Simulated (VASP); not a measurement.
# ZnSe (P4/nmm) in VASP: a series of runs

The runs below take ZnSe through single point, with PBEsol.

Everything below comes from runs of VASP 6.6.1. Logs are shortened: lines on timing, memory, paths and dates and some standing lists are left out, and cuts for length are marked.

### 1 The cell of the first run

The structure is tetragonal, space group P4/nmm (No. 129). The conventional cell has a = 4.167 Å, b = 4.167 Å, c = 5.197 Å, α = 90.00°, β = 90.00°, γ = 90.00°. Within 3.3 Å of Zn (site symmetry -4m2) lie 4 Se at 2.51 Å and 4 Zn at 2.95 Å. Se (site symmetry 4mm) has 4 Zn at 2.51 Å within 3.3 Å.

### 2 Single point, PBEsol

File INCAR:

```
SYSTEM = ZnSe
PREC = Accurate
ENCUT = 520
EDIFF = 1E-6
ISMEAR = 0
SIGMA = 0.05
LREAL = .False.
LASPH = .True.
NELM = 100
ALGO = Normal
ISIF = 2
LWAVE = .False.
LCHARG = .False.
GGA = PS
NBANDS = 26
```

File KPOINTS:

```
regular mesh
0
Gamma
  8 8 6
  0 0 0
```

File POSCAR:

```
ZnSe
1.0
    4.1670000000      0.0000000000      0.0000000000
    0.0000000000      4.1670000000      0.0000000000
    0.0000000000      0.0000000000      5.1969000000
Zn Se
2 2
Direct
    0.0000000000      0.0000000000      0.0000000000
    0.5000000000      0.5000000000      0.0000000000
    0.0000000000      0.5000000000      0.2681677050
    0.5000000000      0.0000000000      0.7318322950
```

Potentials or basis: VASP PAW PBE potentials, release 64 (Zn, Se).

Launch:

```bash
$ cat potpaw_PBE.64/Zn/POTCAR potpaw_PBE.64/Se/POTCAR > POTCAR
$ mpirun -np 1 vasp_std > vasp.out
```

OUTCAR:

```text
SYSTEM = ZnSe
   PREC = Accurate
   ENCUT = 520
   EDIFF = 1E-6
   ISMEAR = 0
   LREAL = .False.
   LASPH = .True.
   NELM = 100
   ISIF = 2
   GGA = PS

 ion  position               nearest neighbor table
   1  0.000  0.000  0.000-   3 2.51   4 2.51   3 2.51   4 2.51   2 2.95   2 2.95   2 2.95   2 2.95

   2  0.500  0.500  0.000-   3 2.51   4 2.51   4 2.51   3 2.51   1 2.95   1 2.95   1 2.95   1 2.95

   3  0.000  0.500  0.268-   1 2.51   2 2.51   1 2.51   2 2.51
   4  0.500  0.000  0.732-   1 2.51   2 2.51   2 2.51   1 2.51

  LATTYP: Found a simple tetragonal cell.
 ALAT       =     4.1670000000
 C/A-ratio  =     1.2471562275

  Lattice vectors:

 A1 = (   4.1670000000,   0.0000000000,   0.0000000000)
 A2 = (   0.0000000000,   4.1670000000,   0.0000000000)
 A3 = (   0.0000000000,   0.0000000000,   5.1969000000)

Analysis of symmetry for initial positions (statically):
=====================================================================
 Subroutine PRICEL returns:
 Original cell was already a primitive cell.

 Routine SETGRP: Setting up the symmetry group for a
 simple tetragonal supercell.

 Subroutine GETGRP returns: Found 16 space group operations
 (whereof  8 operations were pure point group operations)
 out of a pool of 16 trial point group operations.

The static configuration has the point symmetry D_2d.
 The point group associated with its full space group is D_4h.

Analysis of symmetry for dynamics (positions and initial velocities):
=====================================================================
 Subroutine PRICEL returns:
 Original cell was already a primitive cell.

 Routine SETGRP: Setting up the symmetry group for a
 simple tetragonal supercell.

 Subroutine GETGRP returns: Found 16 space group operations
 (whereof  8 operations were pure point group operations)
 out of a pool of 16 trial point group operations.

The dynamic configuration has the point symmetry D_2d.
 The point group associated with its full space group is D_4h.

 Subroutine INISYM returns: Found 16 space group operations
 (whereof  8 operations are pure point group operations),
 and found     1 'primitive' translations

----------------------------------------------------------------------------------------

                                     Primitive cell

  volume of cell :      90.2384

  direct lattice vectors                    reciprocal lattice vectors
[... 86 lines left out ...]
   LNONCOLLINEAR =      F non collinear calculations
   LSORBIT =      F    spin-orbit coupling
   LASPH  =      T    aspherical Exc in radial PAW
   ENCUT  =  520.0 eV  38.22 Ry    6.18 a.u.   7.75  7.75  9.66*2*pi/ulx,y,z
   NELM   =    100;   NELMIN=  2; NELMDL= -5     # of ELM steps
   EDIFF  = 0.1E-05   stopping-criterion for ELM
   LREAL  =      F    real-space projection
   EDIFFG = 0.1E-04   stopping-criterion for IOM
   NSW    =      0    number of steps for IOM
   IBRION =     -1    ionic relax: 0-MD 1-quasi-New 2-CG
   NFREE  =      0    steps in history (QN), initial steepest desc. (CG)
   ISIF   =      2    stress and relaxation
   ISYM   =      2    0-nonsym 1-usesym 2-fastsym
   POTIM  = 0.5000    time-step for ionic-motion
   TEBEG  =    0.0;   TEEND  =   0.0 temperature during run
   PSTRESS=    0.0 pullay stress
   NELECT =      36.0000    total number of electrons
   NUPDOWN=      -1.0000    fix difference up-down
   EMIN   =  10.00;   EMAX   =-10.00  energy-range for DOS
   EFERMI =   0.00;   METHOD = LEGACY
   ISMEAR =     0;   SIGMA  =   0.05  broadening in eV -4-tet -1-fermi 0-gaus
   EFERMI_NEDOS =   21; number of points for ismear=-14 and -15
   IALGO  =     38    algorithm
   IMIX   =      4    mixing-type and parameters
     AMIX     =   0.40;   BMIX     =  1.00
     AMIX_MAG =   1.60;   BMIX_MAG =  1.00
  volume/ion in A,a.u.               =      22.56       152.24
  Fermi-wavevector in a.u.,A,eV,Ry     =   1.205161  2.277425 19.761292  1.452414
  Thomas-Fermi vector in A             =   2.340866
   LORBIT       =      0    0 simple, 1 ext, 2 COOP (PROOUT), +10 PAW based schemes
   GGA     = PS    functional components
   LHFCALC =     F    Hartree Fock is set to
   AEXX    =    0.0000 exact exchange contribution
   IVDW    =     0    specifies the selected vdW correction
   LEPSILON=     F    determine dielectric tensor
   LRPA    =     F    only Hartree local field effects (RPA)
 non-spin polarized calculation
 Gauss-broadening in eV      SIGMA  =   0.05
  energy-cutoff  :      520.00
  volume of cell :       90.24
 maximum number of plane-waves:      2444
 NGX is ok and might be reduce to    32
   NGX = 15   NGY = 15   NGZ = 19

 number of electron      35.9999938 magnetization

 Free energy of the ion-electron system (eV)
  ---------------------------------------------------
  ext. energy  EPLUGINS =         0.00000000
  ---------------------------------------------------
  free energy    TOTEN  =       -12.84292118 eV

  energy without entropy =      -12.84292118  energy(sigma->0) =      -12.84292118

 E-fermi :   1.9232     XC(G=0):  -9.5808

 val. band max:        1.6906162919   @ k =   0.0000   0.0000   0.0000
 cond. band min:       2.7712320488   @ k =   0.0000   0.0000   0.0000
 fundamental gap:      1.0806157569
 Fermi energy:         1.9232374525

 k-point     1 :       0.0000    0.0000    0.0000
  band No.  band energies     occupation
      1     -11.7881      2.00000
      2     -10.5112      2.00000
      3      -5.3460      2.00000
      4      -5.3156      2.00000
      5      -5.2731      2.00000
      6      -5.2731      2.00000
[... 685 lines left out ...]
     25      10.4038      0.00000
     26      10.4038      0.00000

 [... further k-points ...]
[... 5 lines left out ...]
  --------------------------------------------------------------------------------------
  -------------------------------------------------------------------------------------
  Total       -0.8148269     -0.8148269      0.5926864      0.0000000      0.0000000     -0.0000000
  in kB      -14.4672023    -14.4672023     10.5231127      0.0000000      0.0000000     -0.0000000
  external PRESSURE =      -6.1370973 kB  Pullay stress =       0.0000000 kB

 VOLUME and BASIS-vectors are now :
 -----------------------------------------------------------------------------
  energy-cutoff  :      520.00
  volume of cell :       90.24
      direct lattice vectors                 reciprocal lattice vectors
     4.167000000  0.000000000  0.000000000     0.239980802  0.000000000  0.000000000
     0.000000000  4.167000000  0.000000000     0.000000000  0.239980802  0.000000000
     0.000000000  0.000000000  5.196900000     0.000000000  0.000000000  0.192422406

 POSITION                                       TOTAL-FORCE (eV/Angst)
 -----------------------------------------------------------------------------------
      0.00000      0.00000      0.00000         0.000000      0.000000      0.000000
      2.08350      2.08350      0.00000         0.000000     -0.000000      0.000000
      0.00000      2.08350      1.39364         0.000000      0.000000      0.238091
      2.08350      0.00000      3.80326         0.000000     -0.000000     -0.238091
 -----------------------------------------------------------------------------------
    total drift:                                0.000000     -0.000000     -0.000000

  FREE ENERGIE OF THE ION-ELECTRON SYSTEM (eV)
  ---------------------------------------------------
  free  energy   TOTEN  =       -12.8429211805 eV

  energy  without entropy=      -12.8429211805  energy(sigma->0) =      -12.84292118
```

OSZICAR:

```text
N       E                     dE             d eps       ncg     rms          rms(c)
DAV:   1     0.231722015584E+03    0.23172E+03   -0.17037E+04  3120   0.160E+03
DAV:   2     0.815691413256E+01   -0.22357E+03   -0.21474E+03  3240   0.334E+02
DAV:   3    -0.131225913507E+02   -0.21280E+02   -0.21085E+02  3744   0.103E+02
DAV:   4    -0.135375147688E+02   -0.41492E+00   -0.41428E+00  3590   0.144E+01
DAV:   5    -0.135399834216E+02   -0.24687E-02   -0.24684E-02  3682   0.108E+00    0.714E+00
DAV:   6    -0.128740055987E+02    0.66598E+00   -0.16993E+00  4208   0.354E+01    0.578E+00
DAV:   7    -0.128497986835E+02    0.24207E-01   -0.56844E-01  3390   0.546E+00    0.253E+00
DAV:   8    -0.128435490202E+02    0.62497E-02   -0.11008E-02  3594   0.929E-01    0.617E-01
DAV:   9    -0.128428649294E+02    0.68409E-03   -0.21704E-03  4000   0.854E-01    0.953E-02
DAV:  10    -0.128428940371E+02   -0.29108E-04   -0.40818E-04  3510   0.256E-01    0.349E-02
DAV:  11    -0.128429253634E+02   -0.31326E-04   -0.88126E-05  3258   0.576E-02    0.141E-02
DAV:  12    -0.128429207911E+02    0.45723E-05   -0.93269E-06  4268   0.339E-02    0.459E-03
DAV:  13    -0.128429211805E+02   -0.38940E-06   -0.65450E-06  3672   0.182E-02
   1 F= -.12842921E+02 E0= -.12842921E+02  d E =-.292241E-13
```

Run time: 54 s. Hardware: 1 thread of Intel Xeon Platinum 8488C (Sapphire Rapids), shared host; peak memory 0.26 GiB.

What came out:

| Property | Result |
| --- | --- |
| Free energy | -12.8429 eV |
| Pressure | -0.6 GPa |
| Largest force | 0.238 eV/Å |
| Band gap on the k mesh | 1.08 eV, direct |

Forces in eV/Å, atoms in the order of the input:
```
Zn   0.000  0.000  0.000
Zn   0.000  0.000  0.000
Se   0.000  0.000  0.238
Se   0.000  0.000 -0.238
```

Stress tensor (GPa, compression positive):
```
-1.45  0.00  0.00
 0.00 -1.45  0.00
 0.00  0.00  1.05
```

Caveat: the PAW data sets were made with another functional, which shifts forces and pressure a little.

### 3 Single point, PBEsol

This run uses another cell than the first one, of 23.37 Å³/atom, 1.036 times its volume.

File INCAR:

```
ALGO = Normal
EDIFF = 1E-6
ENCUT = 520
GGA = PS
ISIF = 2
ISMEAR = 0
LASPH = T
LCHARG = F
LREAL = F
LWAVE = F
NBANDS = 26
NELM = 80
PREC = Accurate
SIGMA = 0.05
```

File KPOINTS:

```
k-points
0
Gamma
  8 8 6
```

File POSCAR:

```
ZnSe
1.0
    3.8852000000      0.0000000000      0.0000000000
    0.0000000000      3.8852000000      0.0000000000
    0.0000000000      0.0000000000      6.1921000000
Zn Se
2 2
Direct
    0.0000000000      0.0000000000      0.0000000000
    0.5000000000      0.5000000000      0.0000000000
    0.0000000000      0.5000000000      0.2681677050
    0.5000000000      0.0000000000      0.7318322950
```

Potentials or basis: VASP PAW PBE potentials, release 64 (Zn, Se).

Launch:

```bash
$ cat potpaw_PBE.64/Zn/POTCAR potpaw_PBE.64/Se/POTCAR > POTCAR
$ mpirun -np 1 vasp_std > vasp.out
```

Wall time 72 s (1 thread of Intel Xeon Platinum 8488C (Sapphire Rapids), shared host); peak memory 0.27 GiB.

It converged, with:

```
Free energy            : -12.6970 eV
Pressure               : -2.0 GPa
Largest force          : 1.095 eV/Å
Band gap on the k mesh : 1.41 eV, direct
```

Forces in eV/Å, atoms in the order of the input:
```
Zn   0.000  0.000  0.000
Zn   0.000  0.000  0.000
Se   0.000  0.000 -1.095
Se   0.000  0.000  1.095
```

Stress tensor (GPa, compression positive):
```
 0.24  0.00  0.00
 0.00  0.24  0.00
 0.00  0.00 -6.59
```

Levels at points of the mesh, in eV from the valence-band top:
| k point | band 16 | band 17 | band 18 | band 19 | band 20 | band 21 |
| --- | --- | --- | --- | --- | --- | --- |
| (0.00, 0.00, 0.00) | -0.70 | 0.00 | 0.00 | 1.41 | 2.59 | 3.03 |
| (0.50, 0.00, 0.00) | -2.38 | -0.61 | -0.61 | 3.57 | 3.57 | 5.16 |
| (0.50, 0.50, 0.00) | -2.74 | -2.52 | -2.52 | 2.51 | 2.51 | 2.51 |
| (0.00, 0.00, 0.50) | -1.81 | -0.42 | -0.42 | 2.73 | 3.16 | 3.41 |
| (0.50, 0.00, 0.50) | -1.33 | -0.58 | -0.58 | 2.11 | 2.11 | 5.32 |
| (0.50, 0.50, 0.50) | -3.07 | -2.95 | -2.95 | 3.72 | 3.72 | 3.96 |

Caveat: the PAW data sets were made with another functional, which shifts forces and pressure a little.

### 4 Single point, PBEsol

This run uses another cell than the first one, of 23.75 Å³/atom, 1.053 times its volume.

File INCAR:

```
SYSTEM = ZnSe
ALGO = Normal ; EDIFF = 1E-7
ENCUT = 520 ; GGA = PS
ISIF = 2 ; ISMEAR = 0
LASPH = .TRUE. ; LCHARG = .FALSE.
LREAL = .FALSE. ; LWAVE = .FALSE.
NBANDS = 26 ; NELM = 100
PREC = Accurate ; SIGMA = 0.05
```

File KPOINTS:

```
k-points
0
G
  8 8 6
  0 0 0
```

File POSCAR:

```
ZnSe
1.0
    4.0261152320      0.0000000000      0.0000000000
    0.0000000000      4.0261152320      0.0000000000
    0.0000000000      0.0000000000      5.8604000000
Zn Se
2 2
Direct
    0.0000000000      0.0000000000      0.0000000000
    0.5000000000      0.5000000000      0.0000000000
    0.0000000000      0.5000000000      0.2681677050
    0.5000000000      0.0000000000      0.7318322950
```

Launch:

```bash
$ cat potpaw_PBE.64/Zn/POTCAR potpaw_PBE.64/Se/POTCAR > POTCAR
$ mpirun -np 1 vasp_std > vasp.out
```

It took 86 s on 1 thread of Intel Xeon Platinum 8488C (Sapphire Rapids), shared host; peak memory 0.27 GiB.

It converged, with:

* Free energy: -12.8255 eV
* Pressure: -2.9 GPa
* Largest force: 0.747 eV/Å
* Band gap on the k mesh: 1.56 eV, direct

Forces on the atoms (eV/Å):
```
Zn   0.000  0.000  0.000
Zn   0.000  0.000  0.000
Se   0.000  0.000 -0.747
Se   0.000  0.000  0.747
```

Stress tensor (GPa, compression positive):
```
-2.27  0.00  0.00
 0.00 -2.27  0.00
 0.00  0.00 -4.26
```

Levels at points of the mesh, in eV from the valence-band top:
```
           k point  band 15  band 16  band 17  band 18  band 19  band 20  band 21  band 22
(0.00, 0.00, 0.00)    -2.20    -0.27     0.00     0.00     1.56     2.05     2.87     5.32
(0.50, 0.00, 0.00)    -2.06    -2.06    -0.78    -0.78     3.56     3.56     5.34     5.34
(0.50, 0.50, 0.00)    -2.42    -2.42    -2.17    -2.17     2.79     2.79     2.88     2.88
(0.00, 0.00, 0.50)    -1.92    -1.61    -0.50    -0.50     2.22     3.21     3.72     4.97
(0.50, 0.00, 0.50)    -0.91    -0.91    -0.74    -0.74     2.30     2.30     5.54     5.54
(0.50, 0.50, 0.50)    -2.87    -2.87    -2.73    -2.73     4.34     4.34     4.54     4.54
```

Caveat: the PAW data sets were made with another functional, which shifts forces and pressure a little.

### 5 The runs side by side

| cell | gap on the mesh (eV) | pressure (GPa) | largest force (eV/Å) |
| --- | --- | --- | --- |
| a = 4.167, b = 4.167, c = 5.197 Å, 4 atoms | 1.08 | -0.6 | 0.24 |
| a = 3.885, b = 3.885, c = 6.192 Å, 4 atoms | 1.41 | -2.0 | 1.09 |
| a = 4.026, b = 4.026, c = 5.860 Å, 4 atoms | 1.56 | -2.9 | 0.75 |

Alike in all rows: task single point; level PBEsol; potentials or basis VASP PAW PBE potentials, release 64 (Zn, Se); no spin polarisation; k mesh 8 × 8 × 6; cutoff (eV) 520; smearing gaussian 0.05 eV.

Caveats: the PAW data sets were made with another functional, which shifts forces and pressure a little.

Total energies depend on the potentials used, so only differences within one code and one set of settings carry meaning.
